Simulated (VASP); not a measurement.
# HF in VASP: a series of runs

The runs below take HF through single point, with PBE+D3(BJ).

All numbers are computed with VASP 6.6.1; they aren't measurements. Logs are shortened: lines on timing, memory, paths and dates and some standing lists are left out, and cuts for length are marked.

**1. The cell of the first run**

The cell holds a disordered packing, 16 atoms: a = 6.256 Å, b = 6.256 Å, c = 6.256 Å, α = 90.00°, β = 90.00°, γ = 90.00°.

**2. Single point, PBE+D3(BJ)**

Input file INCAR:

```
SYSTEM = HF
PREC     = Accurate       ! precision mode
ENCUT    = 1010           ! plane-wave cutoff, eV
EDIFF    = 1E-6           ! SCF threshold, eV
ISMEAR   = -1             ! smearing method
SIGMA    = 0.02           ! smearing width, eV
LREAL    = Auto         
LASPH    = .True.         ! aspherical terms in the spheres
NELM     = 120            ! most SCF steps
ALGO     = Normal         ! electronic algorithm
ISIF     = 2              ! what is computed and relaxed
LWAVE    = .False.        ! write WAVECAR
LCHARG   = .True.         ! write CHGCAR
GGA      = PE             ! functional
IVDW     = 12             ! dispersion correction
LELF     = .True.         ! ELF
LVHAR    = .True.       
NBANDS   = 46             ! bands
GGA_COMPAT= .False.
```

Input file KPOINTS:

```
regular mesh
0
Gamma
  1 1 1
  0 0 0
```

Input file POSCAR:

```
HF
1.0
    6.2556220000      0.0000000000      0.0000000000
    0.0000000000      6.2556220000      0.0000000000
    0.0000000000      0.0000000000      6.2556220000
F H
8 8
Direct
    0.6446521225      0.5409534016      0.2363633864
   -0.0598981204      0.2243421997      0.1781597417
    0.5114279603     -0.0992547184      0.2411590726
    0.2995065878      0.4673875755      0.4311641592
    0.1387232157      0.2155820796      0.7072677985
    0.4652135311      0.8600423747      0.8164495873
    0.4366632127      0.2183795632      1.0018827864
    0.8550069042      0.9371729941      0.6216488145
    0.6123611689      0.6966853176      0.2140794313
   -0.1283965048      0.3648078480      0.2009872080
    0.5027637539      0.0216765016      0.1458048456
    0.4387253578      0.4707285702      0.3610192560
    0.2042322890      0.2930643827      0.5863845354
    0.5977343260      0.8674756883      0.7400063495
    0.2985634362      0.2081487660      0.9391392255
    0.9694159909      1.0445963647      0.6410553579
```

Potentials or basis: VASP PAW PBE potentials, release 64 (F_h, H_h).

Started as:

```bash
$ cat potpaw_PBE.64/F_h/POTCAR potpaw_PBE.64/H_h/POTCAR > POTCAR
$ mpirun -np 1 vasp_gam > vasp.out
```

OUTCAR:

```text
SYSTEM = HF
   PREC = Accurate
   ENCUT = 1010
   EDIFF = 1E-6
   ISMEAR = -1
   LREAL = Auto
   LASPH = .True.
   NELM = 120
   ISIF = 2
   GGA = PE
   IVDW = 12
 IVDW          = 12

 ion  position               nearest neighbor table
   1  0.645  0.541  0.236-   9 1.00
   2  0.940  0.224  0.178-  10 0.99
   3  0.511  0.901  0.241-  11 0.96
   4  0.300  0.467  0.431-  12 0.98
   5  0.139  0.216  0.707-  13 0.99
   6  0.465  0.860  0.816-  14 0.96
[... 8 lines left out ...]
  15  0.299  0.208  0.939-   7 0.95
  16  0.969  0.045  0.641-   8 0.99

  LATTYP: Found a simple cubic cell.
 ALAT       =     6.2556220000

  Lattice vectors:

 A1 = (   6.2556220000,   0.0000000000,   0.0000000000)
 A2 = (   0.0000000000,   6.2556220000,   0.0000000000)
 A3 = (   0.0000000000,   0.0000000000,   6.2556220000)

Analysis of symmetry for initial positions (statically):
=====================================================================
 Subroutine PRICEL returns:
 Original cell was already a primitive cell.

 Routine SETGRP: Setting up the symmetry group for a
 simple cubic supercell.

 Subroutine GETGRP returns: Found  1 space group operations
 (whereof  1 operations were pure point group operations)
 out of a pool of 48 trial point group operations.

The static configuration has the point symmetry C_1 .

Analysis of symmetry for dynamics (positions and initial velocities):
=====================================================================
 Subroutine PRICEL returns:
 Original cell was already a primitive cell.

 Routine SETGRP: Setting up the symmetry group for a
 simple cubic supercell.

 Subroutine GETGRP returns: Found  1 space group operations
 (whereof  1 operations were pure point group operations)
 out of a pool of 48 trial point group operations.

The dynamic configuration has the point symmetry C_1 .

 Subroutine INISYM returns: Found  1 space group operations
 (whereof  1 operations are pure point group operations),
 and found     1 'primitive' translations

----------------------------------------------------------------------------------------

                                     Primitive cell

  volume of cell :     244.8000

  direct lattice vectors                    reciprocal lattice vectors
     6.255622000  0.000000000  0.000000000     0.159856206  0.000000000  0.000000000
[... 94 lines left out ...]
   IBRION =     -1    ionic relax: 0-MD 1-quasi-New 2-CG
   NFREE  =      0    steps in history (QN), initial steepest desc. (CG)
   ISIF   =      2    stress and relaxation
   ISYM   =      2    0-nonsym 1-usesym 2-fastsym
   POTIM  = 0.5000    time-step for ionic-motion
   TEBEG  =    0.0;   TEEND  =   0.0 temperature during run
   PSTRESS=    0.0 pullay stress
   NELECT =      64.0000    total number of electrons
   NUPDOWN=      -1.0000    fix difference up-down
   EMIN   =  10.00;   EMAX   =-10.00  energy-range for DOS
   EFERMI =   0.00;   METHOD = LEGACY
   ISMEAR =    -1;   SIGMA  =   0.02  broadening in eV -4-tet -1-fermi 0-gaus
   EFERMI_NEDOS =   21; number of points for ismear=-14 and -15
   IALGO  =     38    algorithm
   IMIX   =      4    mixing-type and parameters
     AMIX     =   0.40;   BMIX     =  1.00
     AMIX_MAG =   1.60;   BMIX_MAG =  1.00
  volume/ion in A,a.u.               =      15.30       103.25
  Fermi-wavevector in a.u.,A,eV,Ry     =   1.046801  1.978168 14.909173  1.095793
  Thomas-Fermi vector in A             =   2.181655
   LORBIT       =      0    0 simple, 1 ext, 2 COOP (PROOUT), +10 PAW based schemes
   GGA     = PE    functional components
   LHFCALC =     F    Hartree Fock is set to
   AEXX    =    0.0000 exact exchange contribution
   IVDW    =    12    specifies the selected vdW correction
   LEPSILON=     F    determine dielectric tensor
   LRPA    =     F    only Hartree local field effects (RPA)
 non-spin polarized calculation
  energy-cutoff  :     1010.00
  volume of cell :      244.80
 maximum number of plane-waves:      8923
 NGX is ok and might be reduce to    70
   NGX = 33   NGY = 33   NGZ = 33

 number of electron      64.0000001 magnetization

 Free energy of the ion-electron system (eV)
  ---------------------------------------------------
  ext. energy  EPLUGINS =         0.00000000
  ---------------------------------------------------
  free energy    TOTEN  =       -66.02637006 eV

  energy without entropy =      -66.02637006  energy(sigma->0) =      -66.02637006

 E-fermi :  -5.6558     XC(G=0):  -5.8922

 val. band max:       -6.1346571696   @ k =   0.0000   0.0000   0.0000
 cond. band min:       0.4992781784   @ k =   0.0000   0.0000   0.0000
 fundamental gap:      6.6339353479
 Fermi energy:        -5.6557901268

 k-point     1 :       0.0000    0.0000    0.0000
  band No.  band energies     occupation
      1     -28.3992      2.00000
      2     -28.1950      2.00000
      3     -27.8694      2.00000
      4     -27.5458      2.00000
      5     -27.3576      2.00000
      6     -26.6940      2.00000
[... 36 lines left out ...]
     43       7.2520      0.00000
     44       7.4814      0.00000
 [bands above 44 left out]

------------------------ aborting loop because EDIFF is reached ----------------------------------------

 Edisp (eV)   -0.33113

 E8    (eV) :    -0.0663

  FORCE on cell =-STRESS in cart. coord.  units (eV):
  Direction    XX          YY          ZZ          XY          YZ          ZX
  --------------------------------------------------------------------------------------
  -------------------------------------------------------------------------------------
  Total      -2.78271    -2.26553    -0.26489     0.22199     0.78707     1.09935
  in kB     -18.21238   -14.82755    -1.73364     1.45286     5.15128     7.19510
  external pressure =      -11.59 kB  Pullay stress =        0.00 kB

 VOLUME and BASIS-vectors are now :
 -----------------------------------------------------------------------------
  energy-cutoff  :     1010.00
  volume of cell :      244.80
      direct lattice vectors                 reciprocal lattice vectors
     6.255622000  0.000000000  0.000000000     0.159856206  0.000000000  0.000000000
     0.000000000  6.255622000  0.000000000     0.000000000  0.159856206  0.000000000
     0.000000000  0.000000000  6.255622000     0.000000000  0.000000000  0.159856206

 POSITION                                       TOTAL-FORCE (eV/Angst)
 -----------------------------------------------------------------------------------
      4.03270      3.38400      1.47860         0.038773      0.422949      0.003574
      5.88092      1.40340      1.11450        -0.749732      1.770948      0.316099
      3.19930      5.63472      1.50860         0.080656      0.089745      0.459746
      1.87360      2.92380      2.69720         0.114797     -0.290294      0.080261
      0.86780      1.34860      4.42440         0.186029      0.275856     -0.562499
      2.91020      5.38010      5.10740         0.649322     -0.431919     -0.662957
[... 8 lines left out ...]
      1.86770      1.30210      5.87490         0.109049     -0.081128     -0.174540
      6.06430      0.27898      4.01020        -0.994880     -0.848611      0.004608
 -----------------------------------------------------------------------------------
    total drift:                                0.005459      0.003799     -0.001117

  FREE ENERGIE OF THE ION-ELECTRON SYSTEM (eV)
  ---------------------------------------------------
  free  energy   TOTEN  =       -66.3575039590 eV

  energy  without entropy=      -66.3575039590  energy(sigma->0) =      -66.35750396
```

OSZICAR:

```text
N       E                     dE             d eps       ncg     rms          rms(c)
DAV:   1     0.994488370557E+03    0.99449E+03   -0.48111E+04    92   0.215E+03
DAV:   2     0.129129716091E+03   -0.86536E+03   -0.80634E+03   130   0.403E+02
DAV:   3    -0.646220575072E+02   -0.19375E+03   -0.19169E+03   122   0.196E+02
DAV:   4    -0.698326723250E+02   -0.52106E+01   -0.51872E+01   120   0.356E+01
DAV:   5    -0.699601009284E+02   -0.12743E+00   -0.12706E+00   128   0.539E+00    0.142E+01
DAV:   6    -0.660615522144E+02    0.38985E+01   -0.12900E+01   106   0.195E+01    0.611E+00
DAV:   7    -0.660321331507E+02    0.29419E-01   -0.55562E-01   120   0.394E+00    0.370E+00
DAV:   8    -0.660264752801E+02    0.56579E-02   -0.11490E-01   120   0.303E+00    0.435E-01
DAV:   9    -0.660261402728E+02    0.33501E-03   -0.14332E-02   120   0.755E-01    0.237E-01
DAV:  10    -0.660266544845E+02   -0.51421E-03   -0.29767E-03   112   0.375E-01    0.107E-01
DAV:  11    -0.660265132898E+02    0.14119E-03   -0.28837E-04   112   0.181E-01    0.523E-02
DAV:  12    -0.660263935207E+02    0.11977E-03   -0.36692E-04   112   0.160E-01    0.210E-02
DAV:  13    -0.660263774854E+02    0.16035E-04   -0.52391E-05   128   0.618E-02    0.930E-03
DAV:  14    -0.660263711871E+02    0.62983E-05   -0.15519E-05   104   0.269E-02    0.759E-03
DAV:  15    -0.660263699534E+02    0.12337E-05   -0.28358E-06    96   0.182E-02    0.288E-03
DAV:  16    -0.660263700626E+02   -0.10915E-06   -0.37552E-06   104   0.133E-02
   1 F= -.66357504E+02 E0= -.66357504E+02  d E =-.398812E-10
```

stdout:

```text
POSCAR found type information on POSCAR F H
 POSCAR found :  2 types and      16 ions
 scaLAPACK will be used
 LDA part: xc-table for (Slater+PW92), standard interpolation
 POSCAR, INCAR and KPOINTS ok, starting setup
 FFT: planning ... GRIDC
 FFT: planning ... GRID_SOFT
 FFT: planning ... GRID
 WAVECAR not read
 entering main loop
```

It took 66 s on 1 thread of Intel Xeon Platinum 8488C (Sapphire Rapids), shared host; peak memory 0.62 GiB.

Results:

| Quantity | Value |
| --- | --- |
| Free energy | -66.3575 eV |
| Pressure | -1.2 GPa |
| Largest force | 1.949 eV/Å |
| Dispersion energy per atom | -0.021 eV |

Forces on the atoms (eV/Å):
```
F    0.039  0.423  0.004
F   -0.750  1.771  0.316
F    0.081  0.090  0.460
F    0.115 -0.290  0.080
F    0.186  0.276 -0.562
F    0.649 -0.432 -0.663
F    0.000  0.296  0.430
F    0.691  0.624  0.069
H    0.022 -0.365  0.081
H    0.687 -1.721 -0.347
H   -0.136 -0.029 -0.420
H   -0.272  0.045  0.074
H   -0.023  0.050  0.351
H   -0.403  0.192  0.297
H    0.109 -0.081 -0.175
H   -0.995 -0.849  0.005
```

Levels at points of the mesh, in eV from the Fermi level:
```tsv
k point	band 30	band 31	band 32	band 33	band 34	band 35
(0.00, 0.00, 0.00)	-0.78	-0.64	-0.48	6.16	9.63	9.92
```

Caveat: the k points lie up to 1.00 Å⁻¹ apart, too coarse for converged energies, forces and pressures.

**3. Single point, PBE+D3(BJ)**

Input file INCAR:

```
SYSTEM = HF
  PREC = Accurate
  ENCUT = 1010
  EDIFF = 1E-6
  ISMEAR = -1
  SIGMA = 0.02
  LREAL = Auto
  LASPH = .TRUE.
  NELM = 120
  ALGO = Normal
  ISIF = 2
  LWAVE = .FALSE.
  LCHARG = .FALSE.
  GGA = PE
  IVDW = 12
  NBANDS = 46
  GGA_COMPAT = .FALSE.
```

Input file KPOINTS:

```
Automatic mesh
0
G
  1 1 1
  0 0 0
```

Input file POSCAR:

```
HF
1.0
    6.2556220000      0.0000000000      0.0000000000
    0.0000000000      6.2556220000      0.0000000000
    0.0000000000      0.0000000000      6.2556220000
F H
8 8
Direct
    0.5271737966      0.5835870518      0.2754961857
   -0.1098052280      0.2556420449      0.1022919863
    0.4397484375     -0.0326426373      0.2570487795
    0.2030173818      0.4317076703      0.4422581799
    0.1834829534      0.1785433966      0.7158520767
    0.5048418846      0.7263706151      0.7684767398
    0.4637268684      0.2528445613      0.9875756559
    0.9185337605      0.8458151723      0.6249098811
    0.4993588168      0.7378323051      0.2420542673
   -0.2478570476      0.2616526382      0.0508822304
    0.4561976411      0.0549585637      0.1225297820
    0.3420443243      0.4659808409      0.3948288436
    0.1940014918      0.2719154067      0.5755942415
    0.6382578743      0.7576864459      0.7102730951
    0.3296394827      0.2320632545      0.8968892302
    1.0247102526      0.9570910774      0.6539877250
```

Potentials or basis: VASP PAW PBE potentials, release 64 (F_h, H_h).

Started as:

```bash
$ cat potpaw_PBE.64/F_h/POTCAR potpaw_PBE.64/H_h/POTCAR > POTCAR
$ mpirun -np 1 vasp_gam > vasp.out
```

Run time: 46 s. Hardware: 1 thread of Intel Xeon 6975P-C (Granite Rapids), shared host; peak memory 0.62 GiB.

It converged, with:

| Property | Result |
| --- | --- |
| Free energy | -66.2676 eV |
| Pressure | -0.8 GPa |
| Largest force | 1.864 eV/Å |
| Dispersion energy per atom | -0.021 eV |

Forces in eV/Å, atoms in the order of the input:
```
F   -0.086  0.676 -0.108
F    0.803 -0.132  0.306
F    0.147  0.382 -1.132
F   -1.362 -0.580  0.326
F   -0.052 -0.076 -0.519
F   -0.458 -0.061  0.217
F   -1.265 -0.563 -0.622
F    0.808  0.880  0.195
H    0.048 -0.855  0.454
H   -0.690  0.229 -0.312
H   -0.173 -0.341  1.217
H    1.451  0.859 -0.794
H    0.040  0.003  1.004
H    0.648  0.204 -0.198
H    1.078  0.226  0.046
H   -0.936 -0.849 -0.080
```

Stress tensor (GPa, compression positive):
```
 0.01 -0.37 -0.67
-0.37 -1.32  0.00
-0.67  0.00 -0.99
```

Levels at points of the mesh, in eV from the Fermi level:
| k point | band 30 | band 31 | band 32 | band 33 | band 34 | band 35 |
| --- | --- | --- | --- | --- | --- | --- |
| (0.00, 0.00, 0.00) | -0.57 | -0.55 | -0.53 | 6.40 | 9.95 | 10.22 |

Caveat: the k points lie up to 1.00 Å⁻¹ apart, too coarse for converged energies, forces and pressures; the atoms stand as in a frame of molecular dynamics.
